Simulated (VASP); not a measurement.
# GaSb (Immm) in VASP: relaxation of cell and atoms with PBE

Aim: the relaxation of cell and atoms of GaSb with PBE.

Everything below comes from runs of VASP 6.6.1. Logs are shortened: lines on timing, memory, paths and dates and some standing lists are left out, and cuts for length are marked.

### 1 The cell of the first run

Symmetry: Immm, No. 71, orthorhombic system. Conventional cell: a = 3.112 Å, b = 5.350 Å, c = 5.787 Å, α = 90.00°, β = 90.00°, γ = 90.00°. Within 3.8 Å of Ga (site symmetry mmm) lie 6 Sb at 2.89 to 3.09 Å and 2 Ga at 3.11 Å. Sb (site symmetry mmm) has 6 Ga at 2.89 to 3.09 Å and 2 Sb at 3.11 Å within 3.8 Å.

### 2 Relaxation of cell and atoms, PBE

Contents of INCAR:

```
PREC     = Accurate       # precision mode
ENCUT    = 600            # plane-wave cutoff, eV
EDIFF    = 1E-6           # SCF threshold, eV
ISMEAR   = 0              # smearing method
SIGMA    = 0.1            # smearing width, eV
LREAL    = F              # projectors in reciprocal space
LASPH    = T              # aspherical terms in the spheres
NELM     = 100            # most SCF steps
ALGO     = Normal         # electronic algorithm
ISIF     = 3              # what is computed and relaxed
LWAVE    = F              # write WAVECAR
LCHARG   = F              # write CHGCAR
GGA      = PE             # functional
IBRION   = 2              # ionic algorithm
NSW      = 100            # ionic steps
EDIFFG   = -0.005         # ionic threshold
```

Contents of KPOINTS:

```
Automatic mesh
0
Gamma
  16 16 16
```

Contents of POSCAR:

```
GaSb
1.0
   -1.5559010000      2.6750030000      2.8933130000
    1.5559010000     -2.6750030000      2.8933130000
    1.5559010000      2.6750030000     -2.8933130000
Ga Sb
1 1
Direct
    0.0000000000      0.0000000000      0.0000000000
    0.5000000000      0.5000000000      0.0000000000
```

Potentials or basis: VASP PAW PBE potentials, release 64 (Ga_d, Sb).

Run with:

```
cat potpaw_PBE.64/Ga_d/POTCAR potpaw_PBE.64/Sb/POTCAR > POTCAR
mpirun -np 1 vasp_std > vasp.out
```

OUTCAR:

```text
PREC = Accurate
   ENCUT = 600
   EDIFF = 1E-6
   ISMEAR = 0
   LREAL = F
   LASPH = T
   NELM = 100
   ISIF = 3
   GGA = PE
   IBRION = 2
   NSW = 100
   EDIFFG = -0.005

 ion  position               nearest neighbor table
   1  0.000  0.000  0.000-   2 2.89   2 2.89   2 3.09   2 3.09   2 3.09   2 3.09
   2  0.500  0.500  0.000-   1 2.89   1 2.89   1 3.09   1 3.09   1 3.09   1 3.09

  LATTYP: Found a body centered orthorhombic cell.
 ALAT       =     3.1118020000
 B/A-ratio  =     1.7192629865
 C/A-ratio  =     1.8595739703

  Lattice vectors:

 A1 = (  -1.5559010000,   2.6750030000,   2.8933130000)
 A2 = (   1.5559010000,  -2.6750030000,   2.8933130000)
 A3 = (   1.5559010000,   2.6750030000,  -2.8933130000)

Analysis of symmetry for initial positions (statically):
=====================================================================
 Subroutine PRICEL returns:
 Original cell was already a primitive cell.

 Routine SETGRP: Setting up the symmetry group for a
 body centered orthorhombic supercell.

 Subroutine GETGRP returns: Found  8 space group operations
 (whereof  8 operations were pure point group operations)
 out of a pool of  8 trial point group operations.

The static configuration has the point symmetry D_2h.

Analysis of symmetry for dynamics (positions and initial velocities):
=====================================================================
 Subroutine PRICEL returns:
 Original cell was already a primitive cell.

 Routine SETGRP: Setting up the symmetry group for a
 body centered orthorhombic supercell.

 Subroutine GETGRP returns: Found  8 space group operations
 (whereof  8 operations were pure point group operations)
 out of a pool of  8 trial point group operations.

The dynamic configuration has the point symmetry D_2h.

 Subroutine INISYM returns: Found  8 space group operations
 (whereof  8 operations are pure point group operations),
 and found     1 'primitive' translations

----------------------------------------------------------------------------------------

                                     Primitive cell

  volume of cell :      48.1683

  direct lattice vectors                    reciprocal lattice vectors
    -1.555901000  2.675003000  2.893313000     0.000000000  0.186915678  0.172812274
     1.555901000 -2.675003000  2.893313000     0.321357207  0.000000000  0.172812274
     1.555901000  2.675003000 -2.893313000     0.321357207  0.186915678  0.000000000

  length of vectors
     4.236476022  4.236476022  4.236476022     0.254561491  0.364876057  0.371763265

  position of ions in fractional coordinates (direct lattice)
     0.000000000  0.000000000  0.000000000
     0.500000000  0.500000000  0.000000000

  ion indices of the primitive-cell ions
   primitive index   ion index
                 1           1
                 2           2

----------------------------------------------------------------------------------------

 KPOINTS: Automatic mesh

Automatic generation of k-mesh.
 Grid dimensions read from file:
 generate k-points for:   16   16   16

 Generating k-lattice:

  Cartesian coordinates                     Fractional coordinates (reciprocal lattice)
     0.000000000  0.011682230  0.010800767     0.062500000  0.000000000  0.000000000
     0.020084825  0.000000000  0.010800767     0.000000000  0.062500000  0.000000000
     0.020084825  0.011682230  0.000000000     0.000000000  0.000000000  0.062500000

  Length of vectors
     0.015910093  0.022804754  0.023235204

  Shift w.r.t. Gamma in fractional coordinates (k-lattice)
     0.000000000  0.000000000  0.000000000

 Subroutine IBZKPT returns following result:
 ===========================================

 Found    621 irreducible k-points:

 Following reciprocal coordinates:
            Coordinates               Weight
  0.000000  0.000000  0.000000      1.000000
  0.062500  0.000000 -0.000000      4.000000
  0.125000  0.000000 -0.000000      4.000000
  0.187500  0.000000 -0.000000      4.000000
  0.250000  0.000000 -0.000000      4.000000
  0.312500  0.000000 -0.000000      4.000000
[... 16 lines left out ...]
 -0.187500  0.062500  0.000000      8.000000
 -0.125000  0.062500  0.000000      8.000000
 [... further k-points ...]
   k-points           NKPTS =    621   k-points in BZ     NKDIM =    621   number of bands    NBANDS=     13
   number of dos      NEDOS =    301   number of ions     NIONS =      2
   total plane-waves  NPLWV =  46656
   dimension x,y,z NGX =    36 NGY =   36 NGZ =   36
   dimension x,y,z NGXF=    72 NGYF=   72 NGZF=   72
   ions per type =               1   1
   NGX,Y,Z   is equivalent  to a cutoff of  14.13, 14.13, 14.13 a.u.
   NGXF,Y,Z  is equivalent  to a cutoff of  28.25, 28.25, 28.25 a.u.
 SYSTEM =  unknown system
   PREC   = accura    normal or accurate (medium, high low for compatibility)
   ISTART =      0    job   : 0-new  1-cont  2-samecut
   ICHARG =      2    charge: 1-file 2-atom 10-const
   ISPIN  =      1    spin polarized calculation?
   LNONCOLLINEAR =      F non collinear calculations
   LSORBIT =      F    spin-orbit coupling
   LASPH  =      T    aspherical Exc in radial PAW
   ENCUT  =  600.0 eV  44.10 Ry    6.64 a.u.   8.46  8.46  8.46*2*pi/ulx,y,z
   NELM   =    100;   NELMIN=  2; NELMDL= -5     # of ELM steps
   EDIFF  = 0.1E-05   stopping-criterion for ELM
   LREAL  =      F    real-space projection
   EDIFFG = -.5E-02   stopping-criterion for IOM
   NSW    =    100    number of steps for IOM
   IBRION =      2    ionic relax: 0-MD 1-quasi-New 2-CG
   NFREE  =      1    steps in history (QN), initial steepest desc. (CG)
   ISIF   =      3    stress and relaxation
   ISYM   =      2    0-nonsym 1-usesym 2-fastsym
   POTIM  = 0.5000    time-step for ionic-motion
   TEBEG  =    0.0;   TEEND  =   0.0 temperature during run
   PSTRESS=    0.0 pullay stress
   NELECT =      18.0000    total number of electrons
   NUPDOWN=      -1.0000    fix difference up-down
   EMIN   =  10.00;   EMAX   =-10.00  energy-range for DOS
   EFERMI =   0.00;   METHOD = LEGACY
   ISMEAR =     0;   SIGMA  =   0.10  broadening in eV -4-tet -1-fermi 0-gaus
   EFERMI_NEDOS =   21; number of points for ismear=-14 and -15
   IALGO  =     38    algorithm
   IMIX   =      4    mixing-type and parameters
     AMIX     =   0.40;   BMIX     =  1.00
     AMIX_MAG =   1.60;   BMIX_MAG =  1.00
  volume/ion in A,a.u.               =      24.08       162.53
  Fermi-wavevector in a.u.,A,eV,Ry     =   1.179176  2.228319 18.918287  1.390455
  Thomas-Fermi vector in A             =   2.315491
   LORBIT       =      0    0 simple, 1 ext, 2 COOP (PROOUT), +10 PAW based schemes
   GGA     = PE    functional components
   LHFCALC =     F    Hartree Fock is set to
   AEXX    =    0.0000 exact exchange contribution
   IVDW    =     0    specifies the selected vdW correction
   LEPSILON=     F    determine dielectric tensor
   LRPA    =     F    only Hartree local field effects (RPA)
 conjugate gradient relaxation of ions
 non-spin polarized calculation
 Gauss-broadening in eV      SIGMA  =   0.10
  energy-cutoff  :      600.00
  volume of cell :       48.17
 maximum number of plane-waves:      1630
 NGX is ok and might be reduce to    36
   NGX = 17   NGY = 17   NGZ = 17

--------------------------------------- Ionic step        1  -------------------------------------------

 number of electron      17.9999996 magnetization

 Free energy of the ion-electron system (eV)
  ---------------------------------------------------
  ext. energy  EPLUGINS =         0.00000000
  ---------------------------------------------------
  free energy    TOTEN  =        -6.97616056 eV

  energy without entropy =       -6.97200913  energy(sigma->0) =       -6.97408484

------------------------ aborting loop because EDIFF is reached ----------------------------------------

  FORCE on cell =-STRESS in cart. coord.  units (eV):
  Direction    XX          YY          ZZ          XY          YZ          ZX
  --------------------------------------------------------------------------------------
  -------------------------------------------------------------------------------------
  Total        0.3706569     -0.2742476     -0.1265444      0.0000000      0.0000000      0.0000000
  in kB       12.3288065     -9.1220361     -4.2091251      0.0000000      0.0000000      0.0000000
  external PRESSURE =      -0.3341182 kB  Pullay stress =       0.0000000 kB
[... 89 lines left out ...]
  FREE ENERGIE OF THE ION-ELECTRON SYSTEM (eV)
  ---------------------------------------------------
  free  energy   TOTEN  =        -6.9844360112 eV

  energy  without entropy=       -6.9799086346  energy(sigma->0) =       -6.98217232

[... ionic steps 4 to 10 ...]

--------------------------------------- Ionic step       11  -------------------------------------------

 number of electron      18.0000006 magnetization

------------------------ aborting loop because EDIFF is reached ----------------------------------------
[... 67 lines left out ...]
--------------------------------------- Ionic step       13  -------------------------------------------

 number of electron      18.0000006 magnetization

 Free energy of the ion-electron system (eV)
  ---------------------------------------------------
  ext. energy  EPLUGINS =         0.00000000
  ---------------------------------------------------
  free energy    TOTEN  =        -6.98574408 eV

  energy without entropy =       -6.98133606  energy(sigma->0) =       -6.98354007

 E-fermi :   6.6076     XC(G=0): -10.2636

 val. band max:        6.6020168948   @ k =   0.0625   0.1875   0.0625
 cond. band min:       6.6104367866   @ k =  -0.2500   0.5000   0.0625
 fundamental gap:      0.0084198918
 Fermi energy:         6.6076117972

 k-point     1 :       0.0000    0.0000    0.0000
  band No.  band energies     occupation
      1      -8.3263      2.00000
      2      -8.2472      2.00000
      3      -8.2449      2.00000
      4      -8.2427      2.00000
      5      -8.2094      2.00000
      6      -5.3476      2.00000
      7       3.8680      2.00000
      8       4.5837      2.00000
      9       5.1748      2.00000
     10      10.1750      0.00000
     11      11.1968      0.00000
     12      12.8163      0.00000
     13      14.0783      0.00000
[... 354 lines left out ...]
  band No.  band energies     occupation
      1      -8.3213      2.00000
      2      -8.2491      2.00000
      3      -8.2452      2.00000
      4      -8.2432      2.00000
      5      -8.2110      2.00000
      6      -5.1973      2.00000
      7       2.7886      2.00000
      8       5.0160      2.00000
      9       5.8418      2.00000
     10      10.5880      0.00000
     11      10.7197      0.00000
     12      12.6054      0.00000
     13      12.8873      0.00000

 [... further k-points ...]

------------------------ aborting loop because EDIFF is reached ----------------------------------------

  FORCE on cell =-STRESS in cart. coord.  units (eV):
  Direction    XX          YY          ZZ          XY          YZ          ZX
  --------------------------------------------------------------------------------------
  -------------------------------------------------------------------------------------
  Total       -0.0083194      0.0061140      0.0014300      0.0000000      0.0000000      0.0000000
  in kB       -0.2775926      0.2040040      0.0477141      0.0000000      0.0000000      0.0000000
  external PRESSURE =      -0.0086248 kB  Pullay stress =       0.0000000 kB
[... 17 lines left out ...]
  FREE ENERGIE OF THE ION-ELECTRON SYSTEM (eV)
  ---------------------------------------------------
  free  energy   TOTEN  =        -6.9857440753 eV

  energy  without entropy=       -6.9813360604  energy(sigma->0) =       -6.98354007

 reached required accuracy - stopping structural energy minimisation
```

Wall time 16 min (1 thread of Intel Xeon 6975P-C (Granite Rapids), shared host); peak memory 0.69 GiB.

Results:

| Quantity | Value |
| --- | --- |
| Free energy | -6.9857 eV |
| Relaxed volume | 24.01 Å³/atom |
| Relaxed cell | a = 4.197 Å, b = 4.197 Å, c = 4.197 Å, α = 135.03°, β = 103.67°, γ = 93.22° |
| Space group after relaxing (to 0.1 Å) | Immm (No. 71) |
| Energy gained by relaxing | 4.8 meV/atom |
| Ionic steps | 13 |
| Pressure after relaxing | 0.0 GPa |
| Band gap on the k mesh | zero (bands 9 and 10 overlap by 5.09 eV) |

Step by step:
| step | energy change (eV) | largest force (eV/Å) | pressure (GPa) | volume (Å³) |
| --- | --- | --- | --- | --- |
| 1 | 0.0000 | 0.0000 | -0.03 | 48.17 |
| 2 | -0.0046 | 0.0000 | -0.02 | 48.13 |
| 3 | -0.0083 | 0.0000 | 0.09 | 48.02 |
| 4 | -0.0095 | 0.0000 | -0.09 | 48.13 |
| 5 | -0.0095 | 0.0000 | -0.08 | 48.13 |
| 6 | -0.0095 | 0.0000 | -0.12 | 48.13 |
| 7 | -0.0096 | 0.0000 | 0.07 | 47.96 |
| 8 | -0.0096 | 0.0000 | -0.03 | 48.03 |
| 9 | -0.0096 | 0.0000 | 0.08 | 48.01 |
| 10 | -0.0096 | 0.0000 | -0.02 | 48.02 |
| 11 | -0.0096 | 0.0000 | 0.04 | 48.01 |
| 12 | -0.0096 | 0.0000 | -0.03 | 48.02 |
| 13 | -0.0096 | 0.0000 | 0.00 | 48.02 |

Final structure:
```xyz
2
Lattice="-1.6051 2.5938 2.8833 1.6051 -2.5938 2.8833 1.6051 2.5938 -2.8833" Properties=species:S:1:pos:R:3 pbc="T T T"
Ga    0.0000    0.0000    0.0000
Sb    1.6051    2.5938    0.0000
```

Caveat: spin-orbit coupling is left out, which moves the levels of the heavy elements.
